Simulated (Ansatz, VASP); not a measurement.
# WS2: VASP beside Ansatz

File INCAR:

```
PREC = Accurate
ENCUT = 520
EDIFF = 1E-6
ISMEAR = 0
SIGMA = 0.05
LREAL = F
LASPH = T
NELM = 60
ALGO = Normal
ISIF = 2
LWAVE = F
LCHARG = F
LDIPOL = T
IDIPOL = 3
DIPOL = 0.5 0.5 0.421
GGA = PE
IVDW = 12
NBANDS = 35
```

KPOINTS

```
regular mesh
0
Gamma
  9 9 1
```

Contents of POSCAR:

```
WS2
1.0
    3.1595457497      0.0000000000      0.0000000000
   -1.5797728749      2.7362468836      0.0000000000
    0.0000000000      0.0000000000     23.8042575719
S W
4 2
Direct
    0.3333333333      0.6666666667      0.1890418126
    0.3333333333      0.6666666667      0.3214605103
    0.6666666667      0.6666666667      0.5205845529
    0.6666666667      0.6666666667      0.6530032506
    0.6666666667      0.3333333333      0.2552511581
    0.3333333333      1.0000000000      0.5867938984
```

Input for Ansatz:

```yaml
crystal:
  lattice:
    - [3.1595457497, 0.0, 0.0]
    - [-1.5797728749, 2.7362468836, 0.0]
    - [0.0, 0.0, 23.8042575719]
  atoms:
    - { symbol: S, position: [0.3333333333, 0.6666666667, 0.1890418126] }
    - { symbol: W, position: [0.6666666667, 0.3333333333, 0.2552511581] }
    - { symbol: S, position: [0.3333333333, 0.6666666667, 0.3214605103] }
    - { symbol: S, position: [0.6666666667, 0.6666666667, 0.5205845529] }
    - { symbol: W, position: [0.3333333333, 1.0, 0.5867938984] }
    - { symbol: S, position: [0.6666666667, 0.6666666667, 0.6530032506] }
basis:
  ecutwfc: 420
kpoints:
  mp_grid: { grid: [9, 9, 1] }
hamiltonian:
  xc: pbe
  pseudopotentials: { kind: paw, azcp: { folder: soft_1 } }
  dispersion: d3bj
scf:
  occupations: { method: gaussian, width: 0.05 }
output:
  forces: true
  eigenvalues: true
efield:
  axis: 3
  dipole_correction: true
  ramp_width: 0.04
```

Alike in both runs: task single point; functional PBE; dispersion D3(BJ); k mesh 9 × 9 × 1; occupations gaussian, width 0.05 eV; no spin polarisation.

|  | VASP | Ansatz |
| --- | --- | --- |
| version | VASP 6.6.1 | Ansatz 0.2.0 |
| potentials or method | VASP PAW PBE potentials, release 64 (S, W_sv), cutoff 520 eV | scalar-relativistic, plane waves, PAW |
| valence electrons in the cell | 52 | 52 |

|  | VASP | Ansatz | Ansatz less VASP |
| --- | --- | --- | --- |
| gap on the k mesh at the Fermi level (eV) | 1.92 | 1.92 | -0.003 |
| least direct gap on the mesh (eV) | 1.92 | 1.92 | -0.003 |
| rms of the force components (eV/Å) | 0.017 | 0.016 | -0.0007 |

Neither program's run includes spin-orbit coupling.
